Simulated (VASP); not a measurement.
Set up this calculation in VASP 6.6.1, as the native input.

```
Task                   : relaxation of cell and atoms
Functional             : r2SCAN
Potentials or basis    : VASP PAW PBE potentials, release 64 (Pt)
Cutoff                 : 600 eV
k mesh                 : 15 × 15 × 15
Occupations            : fermi-dirac, width 0.1 eV
Spin                   : no spin polarisation
Target pressure        : 4 GPa
Dipole correction      : no
Further INCAR settings : ALGO = Normal; EDIFF = 1e-07; IBRION = 2; EDIFFG = -0.005; NSW = 80; ISIF = 3
```

Pt:

```xyz
1
Lattice="-1.5842 1.5842 1.5842 1.5842 -1.5842 1.5842 1.5842 1.5842 -1.5842" Properties=species:S:1:pos:R:3 pbc="T T T"
Pt    0.0000    0.0000    0.0000
```

The input as run:

POSCAR

```
Pt
1.0
   -1.5842200000      1.5842200000      1.5842200000
    1.5842200000     -1.5842200000      1.5842200000
    1.5842200000      1.5842200000     -1.5842200000
Pt
1
Direct
    0.0000000000      0.0000000000      0.0000000000
```

INCAR.step1

```
  PREC = Accurate
  ENCUT = 600
  ISMEAR = -1
  SIGMA = 0.1
  LREAL = F
  LASPH = T
  NELM = 100
  GGA = PE
  ALGO = Normal
  EDIFF = 1E-4
  LWAVE = T
  LCHARG = F
```

INCAR.step2

```
  PREC = Accurate
  ENCUT = 600
  EDIFF = 1E-7
  ISMEAR = -1
  SIGMA = 0.1
  LREAL = F
  LASPH = T
  NELM = 100
  ALGO = Normal
  ISIF = 3
  LWAVE = F
  LCHARG = F
  METAGGA = R2SCAN
  LMIXTAU = T
  IBRION = 2
  NSW = 80
  EDIFFG = -0.005
  PSTRESS = 40.0
  ISTART = 1
```

KPOINTS

```
regular mesh
0
Gamma
  15 15 15
```

Potentials or basis: VASP PAW PBE potentials, release 64 (Pt).

The run is started by

```sh
$ cat potpaw_PBE.64/Pt/POTCAR > POTCAR
$ cp INCAR.step1 INCAR
$ mpirun -np 1 vasp_std > vasp.out
$ cp INCAR.step2 INCAR
$ mpirun -np 1 vasp_std > vasp.out
```

It gave:

| Item | Value |
| --- | --- |
| Relaxed volume | 15.29 Å³/atom |
| Relaxed cell | a = 2.708 Å, b = 2.708 Å, c = 2.708 Å, α = 109.47°, β = 109.47°, γ = 109.47° |
| Space group after relaxing (to 0.05 Å) | Im-3m (No. 229) |
| Energy change on relaxing (the enthalpy is what falls) | -4.6 meV/atom |
| Ionic steps | 7 |
| Pressure after relaxing | 4.0 GPa |
| Band gap on the k mesh | zero (band 5 reaches 11.61 eV, above the bottom of band 6 at 9.23 eV) |

Caveat: the cell is relaxed towards a set pressure, so the enthalpy falls and the energy may rise; the PAW data sets were made with another functional, which shifts forces and pressure a little; spin-orbit coupling is left out, which moves the levels of the heavy elements.

Wall time 2.5 min on 1 thread of Intel(R) Xeon(R) 6975P-C (Granite Rapids), on a shared host, peak memory 0.19 GiB.
